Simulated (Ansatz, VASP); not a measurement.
**Two plane-wave programs on BN**

File INCAR:

```
SYSTEM = BN
PREC = Accurate ; ENCUT = 520
EDIFF = 1E-6 ; ISMEAR = 0
SIGMA = 0.05 ; LREAL = .False.
LASPH = .True. ; NELM = 100
ALGO = Normal ; ISIF = 2
LWAVE = .False. ; LCHARG = .False.
NBANDS = 16
```

KPOINTS

```
Automatic mesh
0
Gamma
  12 12 4
  0 0 0
```

File POSCAR:

```
BN
1.0
    2.4060776223      0.0000000000      0.0000000000
   -1.2030388112      2.0837243444      0.0000000000
    0.0000000000      0.0000000000      6.2805138418
B N
2 2
Direct
    0.3333333333      0.6666666667      0.2500000000
    0.6666666667      0.3333333333      0.7500000000
    0.3333333333      0.6666666667      0.7500000000
    0.6666666667      0.3333333333      0.2500000000
```

Input for Ansatz:

```yaml
crystal:
  lattice:
    - [2.4060776223, 0.0, 0.0]
    - [-1.2030388112, 2.0837243444, 0.0]
    - [0.0, 0.0, 6.2805138418]
  atoms:
    - { symbol: B, position: [0.3333333333, 0.6666666667, 0.25] }
    - { symbol: B, position: [0.6666666667, 0.3333333333, 0.75] }
    - { symbol: "N", position: [0.3333333333, 0.6666666667, 0.75] }
    - { symbol: "N", position: [0.6666666667, 0.3333333333, 0.25] }
basis:
  ecutwfc: 520.0
kpoints:
  mp_grid: { grid: [12, 12, 4] }
hamiltonian:
  xc: lda
  pseudopotentials: { kind: paw, azcp: { folder: soft_1 } }
scf:
  occupations: { method: gaussian, width: 0.05 }
output:
  forces: true
  stress: true
  eigenvalues: true
```

Alike in both runs: task single point; functional LDA; k mesh 12 × 12 × 4; occupations gaussian, width 0.05 eV; no spin polarisation.

```csv
,VASP,Ansatz
version,VASP 6.6.1,Ansatz 0.2.0
potentials or method,"VASP PAW LDA potentials, release 64 (B, N), cutoff 520 eV","scalar-relativistic, plane waves, PAW"
valence electrons in the cell,16,16
```

|  | VASP | Ansatz | Ansatz less VASP |
| --- | --- | --- | --- |
| gap on the k mesh at the Fermi level (eV) | 4.13 | 4.15 | +0.015 |
| least direct gap on the mesh (eV) | 4.59 | 4.61 | +0.014 |

Ansatz warns that its potentials were made for another functional, while VASP's fit it. LDA's correlation is that of Perdew and Zunger in VASP and of Perdew and Wang (1992) in Ansatz.
